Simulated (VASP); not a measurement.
Set up this calculation in VASP 6.6.1, as the native input.

| Item | Value |
| --- | --- |
| Task | single point |
| Functional | PBEsol |
| Potentials or basis | VASP PAW PBE potentials, release 64 (Ba_sv, Ti_sv, O_h) |
| Cutoff | 910 eV |
| k mesh | 7 × 7 × 7 |
| Occupations | fermi-dirac, width 0.05 eV |
| Spin | no spin polarisation |
| Hubbard terms | Ti d U = 3.0 eV |
| Dipole correction | no |
| Further INCAR settings | ALGO = Normal; EDIFF = 1e-06; NBANDS = 28 |

The structure of BaTiO3 lies in POSCAR:

```
BaTiO3
1.0
    3.9855000000      0.0000000000      0.0000000000
    0.0000000000      2.8369000000      2.8451500000
    0.0000000000     -2.8369000000      2.8451500000
Ba Ti O
1 1 3
Direct
    0.0000000000      0.0000000000      0.0000000000
    0.5000000000      0.5124000000      0.5124000000
    0.5000000000      0.9918400000      0.5052400000
    0.5000000000      0.5052400000      0.9918400000
    0.0000000000      0.4874000000      0.4874000000
```

One way to write it, as run:

INCAR

```
ALGO     = Normal         # electronic algorithm
EDIFF    = 1E-6           # SCF threshold, eV
ENCUT    = 910            # plane-wave cutoff, eV
GGA      = PS             # functional
GGA_COMPAT= False        
ISIF     = 2              # what is computed and relaxed
ISMEAR   = -1             # smearing method
LASPH    = True           # aspherical terms in the spheres
LCHARG   = False          # write CHGCAR
LDAU     = True           # DFT+U
LDAUJ    = 0 0 0        
LDAUL    = -1 2 -1        # shell
LDAUPRINT= 1            
LDAUTYPE = 2            
LDAUU    = 0 3 0          # U, eV
LMAXMIX  = 4              # l up to which the mixer works
LREAL    = False          # projectors in reciprocal space
LWAVE    = False          # write WAVECAR
NBANDS   = 28             # bands
NELM     = 200            # most SCF steps
PREC     = Accurate       # precision mode
SIGMA    = 0.05           # smearing width, eV
```

KPOINTS

```
k-points
0
Gamma
  7 7 7
```

Potentials or basis: VASP PAW PBE potentials, release 64 (Ba_sv, Ti_sv, O_h).

The run is started by

```bash
$ cat potpaw_PBE.64/Ba_sv/POTCAR potpaw_PBE.64/Ti_sv/POTCAR potpaw_PBE.64/O_h/POTCAR > POTCAR
$ mpirun -np 1 vasp_std > vasp.out
```

It gave:

```
Pressure               : 0.0 GPa
Largest force          : 0.253 eV/Å
Band gap on the k mesh : 2.21 eV (least direct gap 2.37 eV)
```

Caveat: the PAW data sets were made with another functional, which shifts forces and pressure a little; spin-orbit coupling is left out, which moves the levels of the heavy elements.

It took 4.1 min on 1 thread of Intel(R) Xeon(R) Platinum 8259CL CPU @ 2.50GHz (Skylake/Cascade Lake), with other jobs on the host, peak memory 0.43 GiB.
